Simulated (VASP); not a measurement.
# Ni2N (P6/mmm) in VASP: notebook, part 2 of 2

VASP 6.6.1. Earlier steps stand in the parts before.

### 4 Single point, PBE, collinear spin, antiferromagnetic start

This run uses another cell than the first one, of 8.76 Å³/atom, 0.861 times its volume.

Contents of INCAR:

```
SYSTEM = Ni2N
PREC = Accurate ; ENCUT = 520
EDIFF = 1E-7 ; ISMEAR = 0
SIGMA = 0.1 ; LREAL = .FALSE.
LASPH = .TRUE. ; NELM = 150
ALGO = Normal ; ISIF = 2
LWAVE = .FALSE. ; LCHARG = .TRUE.
ISPIN = 2 ; MAGMOM = -2 2 0
LORBIT = 11 ; LMAXMIX = 4
GGA = PE ; LELF = .TRUE.
LVHAR = .TRUE. ; NBANDS = 24
```

Contents of KPOINTS:

```
regular mesh
0
G
  6 6 6
  0 0 0
```

Contents of POSCAR:

```
Ni2N
1.0
    3.0849482700      0.0000000000      0.0000000000
   -1.5424741400      2.6716435700      0.0000000000
    0.0000000000      0.0000000000      3.1888164700
Ni N
2 1
Direct
    0.3333333300      0.6666666700      0.5000000000
    0.6666666700      0.3333333300      0.5000000000
    0.0000000000      0.0000000000      0.0000000000
```

Potentials or basis: VASP PAW PBE potentials, release 64 (Ni, N).

Run with:

```sh
$ cat potpaw_PBE.64/Ni/POTCAR potpaw_PBE.64/N/POTCAR > POTCAR
$ mpirun -np 1 vasp_std > vasp.out
```

OUTCAR:

```text
SYSTEM = Ni2N
   PREC = Accurate
   ENCUT = 520
   EDIFF = 1E-7
   ISMEAR = 0
   LREAL = .FALSE.
   LASPH = .TRUE.
   NELM = 150
   ISIF = 2
   ISPIN = 2
   LORBIT = 11
   GGA = PE

 ion  position               nearest neighbor table
   1  0.333  0.667  0.500-   2 1.78   2 1.78   2 1.78   3 2.39   3 2.39   3 2.39   3 2.39   3 2.39
                             3 2.39
   2  0.667  0.333  0.500-   1 1.78   1 1.78   1 1.78   3 2.39   3 2.39   3 2.39   3 2.39   3 2.39
                             3 2.39
   3  0.000  0.000  0.000-   1 2.39   2 2.39   1 2.39   2 2.39   2 2.39   2 2.39   1 2.39   1 2.39
                             2 2.39   2 2.39   1 2.39   1 2.39

  LATTYP: Found a hexagonal cell.
 ALAT       =     3.0849482700
 C/A-ratio  =     1.0336693490

  Lattice vectors:

 A1 = (   3.0849482700,   0.0000000000,   0.0000000000)
 A2 = (  -1.5424741400,   2.6716435700,   0.0000000000)
 A3 = (   0.0000000000,   0.0000000000,   3.1888164700)

Analysis of symmetry for initial positions (statically):
=====================================================================
[... 856 lines left out ...]
      3       5.4165      1.00000
      4       5.4165      1.00000
      5       6.1498      1.00000
      6       6.1498      1.00000
[... 637 lines left out ...]
     23      36.2239      0.00000
     24      37.0225      0.00000

 [... further k-points ...]
[... 5 lines left out ...]
  --------------------------------------------------------------------------------------
  -------------------------------------------------------------------------------------
  Total       26.5613708     26.5613708     -3.5044572     -0.0000000      0.0000000     -0.0000000
  in kB     1619.2173159   1619.2173145   -213.6364809     -0.0000030      0.0000000     -0.0000000
  external PRESSURE =    1008.2660498 kB  Pullay stress =       0.0000000 kB

 VOLUME and BASIS-vectors are now :
 -----------------------------------------------------------------------------
  energy-cutoff  :      520.00
  volume of cell :       26.28
      direct lattice vectors                 reciprocal lattice vectors
     3.084948270  0.000000000  0.000000000     0.324154544  0.187150714  0.000000000
    -1.542474140  2.671643570  0.000000000     0.000000000  0.374301427  0.000000000
     0.000000000  0.000000000  3.188816470     0.000000000  0.000000000  0.313595972

 POSITION                                       TOTAL-FORCE (eV/Angst)
 -----------------------------------------------------------------------------------
     -0.00000      1.78110      1.59441         0.000000     -0.000000     -0.000000
      1.54247      0.89055      1.59441        -0.000000      0.000000      0.000000
      0.00000      0.00000      0.00000        -0.000000      0.000000      0.000000
 -----------------------------------------------------------------------------------
    total drift:                                0.000000      0.000000     -0.000000

  FREE ENERGIE OF THE ION-ELECTRON SYSTEM (eV)
  ---------------------------------------------------
  free  energy   TOTEN  =        -9.4042866703 eV

  energy  without entropy=       -9.3767668488  energy(sigma->0) =       -9.39052676

 total charge

# of ion       s       p       d       tot
------------------------------------------
    1        0.610   0.673   8.752  10.036
    2        0.610   0.673   8.752  10.036
    3        1.329   2.133   0.000   3.462
--------------------------------------------------
tot          2.549   3.480  17.505  23.534

 magnetization (x)

# of ion       s       p       d       tot
------------------------------------------
    1        0.000   0.000  -0.000  -0.000
    2       -0.000  -0.000   0.000   0.000
    3        0.000   0.000   0.000   0.000
--------------------------------------------------
tot          0.000   0.000   0.000   0.000
```

stdout:

```text
POSCAR found type information on POSCAR NiN
 POSCAR found :  2 types and       3 ions
 scaLAPACK will be used
 LDA part: xc-table for (Slater+PW92), standard interpolation
 POSCAR, INCAR and KPOINTS ok, starting setup
 FFT: planning ... GRIDC
 FFT: planning ... GRID_SOFT
 FFT: planning ... GRID
 WAVECAR not read
 entering main loop
```

Wall time 25 s (1 thread of Intel Xeon 6975P-C (Granite Rapids), shared host); peak memory 0.15 GiB.

What came out:

```yaml
Free_energy: -9.4043 eV
Pressure: 100.8 GPa
Net_moment: 0.00 μB per cell
Valence_electrons_inside_the_program's_atomic_spheres: Ni 10.04; N 3.46
```

Stress tensor (GPa, compression positive):
```
161.92   0.00   0.00
  0.00 161.92   0.00
  0.00   0.00 -21.36
```

Levels at points of the mesh, in eV from the Fermi level:
Spin up:
| k point | band 9 | band 10 | band 11 | band 12 | band 13 | band 14 | band 15 | band 16 |
| --- | --- | --- | --- | --- | --- | --- | --- | --- |
| (0.00, 0.00, 0.00) | -2.97 | -0.79 | -0.79 | -0.68 | -0.07 | 0.26 | 0.26 | 10.94 |
| (0.50, 0.00, 0.00) | -2.06 | -1.77 | -0.28 | -0.11 | 0.50 | 0.64 | 2.61 | 7.15 |
| (0.00, 0.00, 0.50) | -3.37 | -2.40 | -2.40 | -0.19 | 1.20 | 1.20 | 5.15 | 5.57 |
| (0.50, 0.00, 0.50) | -0.96 | -0.80 | -0.40 | -0.27 | -0.16 | 0.39 | 2.93 | 7.74 |
Spin down:
| k point | band 10 | band 11 | band 12 | band 13 | band 14 | band 15 |
| --- | --- | --- | --- | --- | --- | --- |
| (0.00, 0.00, 0.00) | -0.79 | -0.79 | -0.68 | -0.07 | 0.26 | 0.26 |
| (0.50, 0.00, 0.00) | -1.77 | -0.28 | -0.11 | 0.50 | 0.64 | 2.61 |
| (0.00, 0.00, 0.50) | -2.40 | -2.40 | -0.19 | 1.20 | 1.20 | 5.15 |
| (0.50, 0.00, 0.50) | -0.80 | -0.40 | -0.27 | -0.16 | 0.39 | 2.93 |

Caveat: the k points lie up to 0.39 Å⁻¹ apart; the starting moments collapsed, and a magnetic state may lie lower.
